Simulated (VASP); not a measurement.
# Cd (Fm-3m) in VASP: further runs

The runs below take Cd through single point, with PBE.

All numbers are computed with VASP 6.6.1; they aren't measurements. Logs are shortened: lines on timing, memory, paths and dates and some standing lists are left out, and cuts for length are marked.

## 1. The cell of the first run

Symmetry: Fm-3m, No. 225, cubic system. Conventional cell: a = 4.422 Å, b = 4.422 Å, c = 4.422 Å, α = 90.00°, β = 90.00°, γ = 90.00°. Cd (site symmetry m-3m) has 12 Cd at 3.13 Å within 4.1 Å.

## 2. Single point, PBE

The input, INCAR:

```
SYSTEM = Cd
PREC = Accurate ; ENCUT = 520
EDIFF = 1E-6 ; ISMEAR = 0
SIGMA = 0.05 ; LREAL = .FALSE.
LASPH = .TRUE. ; NELM = 80
ALGO = Normal ; ISIF = 2
LWAVE = .FALSE. ; LCHARG = .TRUE.
GGA = PE ; LELF = .TRUE.
LVHAR = .TRUE. ; NBANDS = 12
```

The input, KPOINTS:

```
Automatic mesh
0
G
  8 8 8
  0 0 0
```

The input, POSCAR:

```
Cd
1.0
    0.0000000000      2.2108213405      2.2108213405
    2.2108213405      0.0000000000      2.2108213405
    2.2108213405      2.2108213405      0.0000000000
Cd
1
Direct
    0.0000000000      0.0000000000      0.0000000000
```

Potentials or basis: VASP PAW PBE potentials, release 64 (Cd).

The run is started by

```
cat potpaw_PBE.64/Cd/POTCAR > POTCAR
mpirun -np 1 vasp_std > vasp.out
```

OUTCAR:

```text
SYSTEM = Cd
   PREC = Accurate
   ENCUT = 520
   EDIFF = 1E-6
   ISMEAR = 0
   LREAL = .FALSE.
   LASPH = .TRUE.
   NELM = 80
   ISIF = 2
   GGA = PE

 ion  position               nearest neighbor table
   1  0.000  0.000  0.000-

  LATTYP: Found a face centered cubic cell.
 ALAT       =     4.4216426810

  Lattice vectors:

 A1 = (   0.0000000000,   2.2108213405,   2.2108213405)
 A2 = (   2.2108213405,   0.0000000000,   2.2108213405)
 A3 = (   2.2108213405,   2.2108213405,   0.0000000000)

Analysis of symmetry for initial positions (statically):
=====================================================================
 Subroutine PRICEL returns:
 Original cell was already a primitive cell.

 Routine SETGRP: Setting up the symmetry group for a
 face centered cubic supercell.

 Subroutine GETGRP returns: Found 48 space group operations
[... 9 lines left out ...]

 Routine SETGRP: Setting up the symmetry group for a
 face centered cubic supercell.

 Subroutine GETGRP returns: Found 48 space group operations
[... 11 lines left out ...]
                                     Primitive cell

  volume of cell :      21.6118

  direct lattice vectors                    reciprocal lattice vectors
     0.000000000  2.210821340  2.210821340    -0.226160292  0.226160292  0.226160292
     2.210821340  0.000000000  2.210821340     0.226160292 -0.226160292  0.226160292
     2.210821340  2.210821340  0.000000000     0.226160292  0.226160292 -0.226160292

  length of vectors
     3.126573524  3.126573524  3.126573524     0.391721116  0.391721116  0.391721116

  position of ions in fractional coordinates (direct lattice)
     0.000000000  0.000000000  0.000000000

  ion indices of the primitive-cell ions
   primitive index   ion index
                 1           1

----------------------------------------------------------------------------------------

 KPOINTS: Automatic mesh

Automatic generation of k-mesh.
 Grid dimensions read from file:
 generate k-points for:    8    8    8

 Generating k-lattice:

  Cartesian coordinates                     Fractional coordinates (reciprocal lattice)
    -0.028270037  0.028270037  0.028270037     0.125000000  0.000000000  0.000000000
     0.028270037 -0.028270037  0.028270037     0.000000000  0.125000000  0.000000000
     0.028270037  0.028270037 -0.028270037     0.000000000  0.000000000  0.125000000

  Length of vectors
     0.048965140  0.048965140  0.048965140

  Shift w.r.t. Gamma in fractional coordinates (k-lattice)
     0.000000000  0.000000000  0.000000000

 Subroutine IBZKPT returns following result:
 ===========================================

 Found     29 irreducible k-points:

 Following reciprocal coordinates:
            Coordinates               Weight
  0.000000  0.000000  0.000000      1.000000
  0.125000  0.000000  0.000000      8.000000
  0.250000  0.000000  0.000000      8.000000
  0.375000  0.000000  0.000000      8.000000
  0.500000  0.000000  0.000000      4.000000
  0.125000  0.125000  0.000000      6.000000
[... 16 lines left out ...]
  0.500000  0.250000  0.125000     48.000000
 -0.375000  0.250000  0.125000     24.000000
 [... further k-points ...]
   k-points           NKPTS =     29   k-points in BZ     NKDIM =     29   number of bands    NBANDS=     12
   number of dos      NEDOS =    301   number of ions     NIONS =      1
   total plane-waves  NPLWV =  13824
   dimension x,y,z NGX =    24 NGY =   24 NGZ =   24
   dimension x,y,z NGXF=    48 NGYF=   48 NGZF=   48
   ions per type =               1
   NGX,Y,Z   is equivalent  to a cutoff of  12.76, 12.76, 12.76 a.u.
   NGXF,Y,Z  is equivalent  to a cutoff of  25.52, 25.52, 25.52 a.u.
 SYSTEM =  Cd
   PREC   = accura    normal or accurate (medium, high low for compatibility)
   ISTART =      0    job   : 0-new  1-cont  2-samecut
   ICHARG =      2    charge: 1-file 2-atom 10-const
   ISPIN  =      1    spin polarized calculation?
   LNONCOLLINEAR =      F non collinear calculations
   LSORBIT =      F    spin-orbit coupling
   LASPH  =      T    aspherical Exc in radial PAW
   ENCUT  =  520.0 eV  38.22 Ry    6.18 a.u.   5.81  5.81  5.81*2*pi/ulx,y,z
   NELM   =     80;   NELMIN=  2; NELMDL= -5     # of ELM steps
   EDIFF  = 0.1E-05   stopping-criterion for ELM
   LREAL  =      F    real-space projection
[... 7 lines left out ...]
   TEBEG  =    0.0;   TEEND  =   0.0 temperature during run
   PSTRESS=    0.0 pullay stress
   NELECT =      12.0000    total number of electrons
   NUPDOWN=      -1.0000    fix difference up-down
   EMIN   =  10.00;   EMAX   =-10.00  energy-range for DOS
   EFERMI =   0.00;   METHOD = LEGACY
   ISMEAR =     0;   SIGMA  =   0.05  broadening in eV -4-tet -1-fermi 0-gaus
   EFERMI_NEDOS =   21; number of points for ismear=-14 and -15
   IALGO  =     38    algorithm
   IMIX   =      4    mixing-type and parameters
     AMIX     =   0.40;   BMIX     =  1.00
     AMIX_MAG =   1.60;   BMIX_MAG =  1.00
  volume/ion in A,a.u.               =      21.61       145.84
  Fermi-wavevector in a.u.,A,eV,Ry     =   1.345566  2.542751 24.633991  1.810547
  Thomas-Fermi vector in A             =   2.473468
   LORBIT       =      0    0 simple, 1 ext, 2 COOP (PROOUT), +10 PAW based schemes
   GGA     = PE    functional components
   LHFCALC =     F    Hartree Fock is set to
   AEXX    =    0.0000 exact exchange contribution
   IVDW    =     0    specifies the selected vdW correction
   LEPSILON=     F    determine dielectric tensor
   LRPA    =     F    only Hartree local field effects (RPA)
 non-spin polarized calculation
 Gauss-broadening in eV      SIGMA  =   0.05
  energy-cutoff  :      520.00
  volume of cell :       21.61
 maximum number of plane-waves:       604
   NGX = 11   NGY = 11   NGZ = 11

 number of electron      12.0000005 magnetization

 Free energy of the ion-electron system (eV)
  ---------------------------------------------------
  ext. energy  EPLUGINS =         0.00000000
  ---------------------------------------------------
  free energy    TOTEN  =        -0.72344664 eV

  energy without entropy =       -0.72292890  energy(sigma->0) =       -0.72318777

 E-fermi :   2.6201     XC(G=0): -11.0396

 val. band max:        2.4982924359   @ k =  -0.3750   0.3750   0.1250
 cond. band min:       2.6689074968   @ k =   0.5000   0.1250   0.0000
 fundamental gap:      0.1706150609
 Fermi energy:         2.6201419358

 k-point     1 :       0.0000    0.0000    0.0000
  band No.  band energies     occupation
      1      -6.2546      2.00000
      2      -6.2546      2.00000
      3      -6.2546      2.00000
      4      -5.9521      2.00000
      5      -5.7905      2.00000
      6      -5.7905      2.00000
      7      16.8432      0.00000
      8      17.9643      0.00000
      9      17.9643      0.00000
     10      17.9643      0.00000
     11      21.3486      0.00000
     12      21.3486      0.00000

 k-point     2 :       0.1250    0.0000    0.0000
  band No.  band energies     occupation
      1      -6.3179      2.00000
      2      -6.1961      2.00000
      3      -6.1961      2.00000
      4      -5.7994      2.00000
      5      -5.7994      2.00000
      6      -5.5179      2.00000
      7      13.9811      0.00000
      8      17.0934      0.00000
      9      17.4184      0.00000
     10      17.4184      0.00000
     11      21.6008      0.00000
     12      22.2744      0.00000

 k-point     3 :       0.2500    0.0000    0.0000
  band No.  band energies     occupation
      1      -6.5047      2.00000
      2      -6.1535      2.00000
      3      -6.1535      2.00000
      4      -5.7132      2.00000
      5      -5.7132      2.00000
      6      -4.1777      2.00000
      7       9.2090      0.00000
      8      16.5403      0.00000
      9      16.5403      0.00000
     10      16.8106      0.00000
     11      21.1113      0.00000
     12      21.2113      0.00000

 k-point     4 :       0.3750    0.0000    0.0000
  band No.  band energies     occupation
      1      -6.6890      2.00000
      2      -6.2141      2.00000
      3      -6.2141      2.00000
      4      -5.5102      2.00000
      5      -5.5102      2.00000
      6      -1.9844      2.00000
      7       4.8640      0.00000
      8      15.8323      0.00000
      9      15.8323      0.00000
     10      16.2212      0.00000
     11      19.8566      0.00000
     12      19.8566      0.00000

 k-point     5 :       0.5000    0.0000    0.0000
  band No.  band energies     occupation
      1      -6.7636      2.00000
      2      -6.2498      2.00000
      3      -6.2498      2.00000
      4      -5.4111      2.00000
      5      -5.4111      2.00000
      6       0.5485      2.00000
      7       1.6040      2.00000
      8      15.5469      0.00000
      9      15.5469      0.00000
     10      15.9438      0.00000
     11      19.4129      0.00000
     12      19.4129      0.00000
[... 228 lines left out ...]
      1      -6.9080      2.00000
      2      -6.8371      2.00000
      3      -5.4329      2.00000
      4      -5.3135      2.00000
      5      -5.3135      2.00000
      6       2.0807      2.00000
      7       4.3336      0.00000
      8       9.7364      0.00000
      9       9.7364      0.00000
     10      14.0305      0.00000
     11      14.1040      0.00000
     12      29.8097      0.00000

 k-point    22 :       0.3750    0.2500    0.1250
  band No.  band energies     occupation
      1      -6.4855      2.00000
      2      -6.2056      2.00000
      3      -6.0709      2.00000
      4      -5.8314      2.00000
      5      -5.6250      2.00000
      6      -2.9562      2.00000
      7      10.0166      0.00000
      8      10.1731      0.00000
      9      14.2326      0.00000
     10      17.8727      0.00000
     11      18.0824      0.00000
     12      22.2958      0.00000

 k-point    23 :       0.5000    0.2500    0.1250
  band No.  band energies     occupation
      1      -6.4931      2.00000
      2      -6.3120      2.00000
      3      -6.0342      2.00000
      4      -5.8005      2.00000
      5      -5.5142      2.00000
      6      -0.7691      2.00000
      7       5.8365      0.00000
      8       9.8797      0.00000
      9      12.1202      0.00000
     10      17.4264      0.00000
     11      20.3051      0.00000
     12      22.5305      0.00000

 k-point    24 :      -0.3750    0.2500    0.1250
  band No.  band energies     occupation
      1      -6.4923      2.00000
      2      -6.3819      2.00000
      3      -5.9391      2.00000
      4      -5.8659      2.00000
      5      -5.4390      2.00000
      6       2.0759      2.00000
      7       2.2888      2.00000
      8      10.2270      0.00000
      9      10.9678      0.00000
     10      17.1857      0.00000
     11      20.3716      0.00000
     12      25.4149      0.00000

 [... further k-points ...]

------------------------ aborting loop because EDIFF is reached ----------------------------------------

  FORCE on cell =-STRESS in cart. coord.  units (eV):
  Direction    XX          YY          ZZ          XY          YZ          ZX
  --------------------------------------------------------------------------------------
  -------------------------------------------------------------------------------------
  Total        0.4185910      0.4185910      0.4185910      0.0000000     -0.0000000      0.0000000
  in kB       31.0319801     31.0319801     31.0319801      0.0000000     -0.0000000      0.0000000
  external PRESSURE =      31.0319801 kB  Pullay stress =       0.0000000 kB

 VOLUME and BASIS-vectors are now :
 -----------------------------------------------------------------------------
  energy-cutoff  :      520.00
  volume of cell :       21.61
      direct lattice vectors                 reciprocal lattice vectors
     0.000000000  2.210821340  2.210821340    -0.226160292  0.226160292  0.226160292
     2.210821340  0.000000000  2.210821340     0.226160292 -0.226160292  0.226160292
     2.210821340  2.210821340  0.000000000     0.226160292  0.226160292 -0.226160292

 POSITION                                       TOTAL-FORCE (eV/Angst)
 -----------------------------------------------------------------------------------
      0.00000      0.00000      0.00000         0.000000     -0.000000      0.000000
 -----------------------------------------------------------------------------------
    total drift:                               -0.000000      0.000000      0.000000

  FREE ENERGIE OF THE ION-ELECTRON SYSTEM (eV)
  ---------------------------------------------------
  free  energy   TOTEN  =        -0.7234466379 eV

  energy  without entropy=       -0.7229289041  energy(sigma->0) =       -0.72318777
```

It took 4.2 s on 1 thread of Intel Xeon Platinum 8488C (Sapphire Rapids), shared host; peak memory 0.13 GiB.

What came out:

```
Free energy            : -0.7234 eV
Pressure               : 3.1 GPa
Band gap on the k mesh : zero (band 6 reaches 4.99 eV, above the bottom of band 7 at 1.60 eV)
```

## 3. Single point, PBE

This run uses another cell than the first one, of 22.01 Å³/atom, 1.019 times its volume.

The input, INCAR:

```
ALGO = Normal
EDIFF = 1E-7
ENCUT = 520
GGA = PE
ISIF = 2
ISMEAR = 0
LASPH = True
LCHARG = False
LREAL = False
LWAVE = False
NBANDS = 12
NELM = 60
PREC = Accurate
SIGMA = 0.05
```

The input, KPOINTS:

```
k-points
0
Gamma
  8 8 8
```

The input, POSCAR:

```
Cd
1.0
    0.0000000000      2.2244797175      2.2244797175
    2.2244797175      0.0000000000      2.2244797175
    2.2244797175      2.2244797175      0.0000000000
Cd
1
Direct
    0.0000000000      0.0000000000      0.0000000000
```

Potentials or basis: VASP PAW PBE potentials, release 64 (Cd).

The run is started by

```
cat potpaw_PBE.64/Cd/POTCAR > POTCAR
mpirun -np 1 vasp_std > vasp.out
```

It took 3.9 s on 1 thread of Intel Xeon Platinum 8488C (Sapphire Rapids), shared host; peak memory 0.13 GiB.

The run converged. Its results:

- Free energy: -0.7299 eV
- Pressure: 2.1 GPa
- Band gap on the k mesh: zero (band 6 reaches 4.79 eV, above the bottom of band 7 at 1.44 eV)

Levels at points of the mesh, in eV from the Fermi level:
```csv
k point,band 2,band 3,band 4,band 5,band 6,band 7,band 8,band 9,band 10,band 11
"(0.00, 0.00, 0.00)",-8.81,-8.81,-8.42,-8.37,-8.37,14.17,15.17,15.17,15.17,18.53
"(0.50, 0.00, 0.00)",-8.81,-8.81,-8.00,-8.00,-1.99,-1.03,12.77,12.77,13.28,16.62
"(0.50, 0.50, 0.00)",-9.37,-8.02,-7.91,-7.91,-0.48,1.66,7.06,7.06,11.29,11.34
```

## 4. Single point, PBE

This run uses another cell than the first one, of 22.83 Å³/atom, 1.056 times its volume.

The input, INCAR:

```
SYSTEM = Cd
  PREC = Accurate
  ENCUT = 520
  EDIFF = 1E-6
  ISMEAR = 0
  SIGMA = 0.05
  LREAL = .FALSE.
  LASPH = .TRUE.
  NELM = 80
  ALGO = Fast
  ISIF = 2
  LWAVE = .FALSE.
  LCHARG = .FALSE.
  GGA = PE
  NBANDS = 12
```

The input, KPOINTS:

```
regular mesh
0
G
  8 8 8
  0 0 0
```

The input, POSCAR:

```
Cd
1.0
    0.0000000000      2.2514759564      2.2514759564
    2.2514759564      0.0000000000      2.2514759564
    2.2514759564      2.2514759564      0.0000000000
Cd
1
Direct
    0.0000000000      0.0000000000      0.0000000000
```

Potentials or basis: VASP PAW PBE potentials, release 64 (Cd).

The run is started by

```
cat potpaw_PBE.64/Cd/POTCAR > POTCAR
mpirun -np 1 vasp_std > vasp.out
```

OUTCAR:

```text
SYSTEM = Cd
   PREC = Accurate
   ENCUT = 520
   EDIFF = 1E-6
   ISMEAR = 0
   LREAL = .FALSE.
   LASPH = .TRUE.
   NELM = 80
   ISIF = 2
   GGA = PE

 ion  position               nearest neighbor table
   1  0.000  0.000  0.000-

  LATTYP: Found a face centered cubic cell.
 ALAT       =     4.5029519128

  Lattice vectors:

 A1 = (   0.0000000000,   2.2514759564,   2.2514759564)
 A2 = (   2.2514759564,   0.0000000000,   2.2514759564)
 A3 = (   2.2514759564,   2.2514759564,   0.0000000000)

[... 538 lines left out ...]
     12      24.4014      0.00000

 [... further k-points ...]

------------------------ aborting loop because EDIFF is reached ----------------------------------------

  FORCE on cell =-STRESS in cart. coord.  units (eV):
  Direction    XX          YY          ZZ          XY          YZ          ZX
  --------------------------------------------------------------------------------------
  -------------------------------------------------------------------------------------
  Total        0.0494927      0.0494927      0.0494927     -0.0000000     -0.0000000      0.0000000
  in kB        3.4739231      3.4739231      3.4739231     -0.0000000     -0.0000000      0.0000000
  external PRESSURE =       3.4739231 kB  Pullay stress =       0.0000000 kB

 VOLUME and BASIS-vectors are now :
 -----------------------------------------------------------------------------
  energy-cutoff  :      520.00
  volume of cell :       22.83
      direct lattice vectors                 reciprocal lattice vectors
     0.000000000  2.251475956  2.251475956    -0.222076544  0.222076544  0.222076544
     2.251475956  0.000000000  2.251475956     0.222076544 -0.222076544  0.222076544
     2.251475956  2.251475956  0.000000000     0.222076544  0.222076544 -0.222076544

 POSITION                                       TOTAL-FORCE (eV/Angst)
 -----------------------------------------------------------------------------------
      0.00000      0.00000      0.00000        -0.000000     -0.000000     -0.000000
 -----------------------------------------------------------------------------------
    total drift:                                0.000000      0.000000      0.000000

  FREE ENERGIE OF THE ION-ELECTRON SYSTEM (eV)
  ---------------------------------------------------
  free  energy   TOTEN  =        -0.7357228286 eV

  energy  without entropy=       -0.7350538332  energy(sigma->0) =       -0.73538833
```

OSZICAR:

```text
N       E                     dE             d eps       ncg     rms          rms(c)
DAV:   1     0.655290513547E+02    0.65529E+02   -0.68694E+03   744   0.981E+02
DAV:   2     0.410797370592E+00   -0.65118E+02   -0.61408E+02   760   0.229E+02
DAV:   3    -0.773987416040E+00   -0.11848E+01   -0.11843E+01   844   0.344E+01
DAV:   4    -0.775529140331E+00   -0.15417E-02   -0.15417E-02   776   0.121E+00
DAV:   5    -0.775532804042E+00   -0.36637E-05   -0.36637E-05   844   0.593E-02    0.275E+00
RMM:   6    -0.736856474559E+00    0.38676E-01   -0.72305E-02   710   0.281E+00    0.225E+00
RMM:   7    -0.735394127745E+00    0.14623E-02   -0.61162E-03   738   0.719E-01    0.114E+00
RMM:   8    -0.735683413628E+00   -0.28929E-03   -0.16565E-03   739   0.605E-01    0.815E-02
RMM:   9    -0.735717188365E+00   -0.33775E-04   -0.82888E-05   770   0.102E-01    0.518E-02
RMM:  10    -0.735723148392E+00   -0.59600E-05   -0.27133E-05   758   0.760E-02    0.633E-03
RMM:  11    -0.735722828570E+00    0.31982E-06   -0.17421E-06   527   0.143E-02
   1 F= -.73572283E+00 E0= -.73538833E+00  d E =-.668995E-03
```

It took 4.1 s on 1 thread of Intel Xeon Platinum 8488C (Sapphire Rapids), shared host; peak memory 0.13 GiB.

What came out:

```
Free energy            : -0.7357 eV
Pressure               : 0.3 GPa
Band gap on the k mesh : zero (band 6 reaches 4.38 eV, above the bottom of band 7 at 1.13 eV)
```

Levels at points of the mesh, in eV from the Fermi level:
```csv
k point,band 2,band 3,band 4,band 5,band 6,band 7,band 8,band 9,band 10,band 11
"(0.00, 0.00, 0.00)",-8.71,-8.71,-8.29,-8.29,-8.14,14.05,14.83,14.83,14.83,18.13
"(0.50, 0.00, 0.00)",-8.70,-8.70,-7.95,-7.95,-1.83,-1.07,12.46,12.46,13.17,16.29
"(0.50, 0.50, 0.00)",-9.21,-7.97,-7.87,-7.87,-0.37,1.54,6.96,6.96,11.05,11.06
```

## 5. The runs side by side

```tsv
cell	gap on the mesh (eV)	pressure (GPa)
a = 3.127 Å, angles 60.0°, 1 atom	none	3.1
a = 3.146 Å, angles 60.0°, 1 atom	none	2.1
a = 3.184 Å, angles 60.0°, 1 atom	none	0.3
```

Alike in all rows: task single point; level PBE; potentials or basis VASP PAW PBE potentials, release 64 (Cd); no spin polarisation; k mesh 8 × 8 × 8; cutoff (eV) 520; smearing gaussian 0.05 eV.

Total energies depend on the potentials used, so only differences within one code and one set of settings carry meaning.
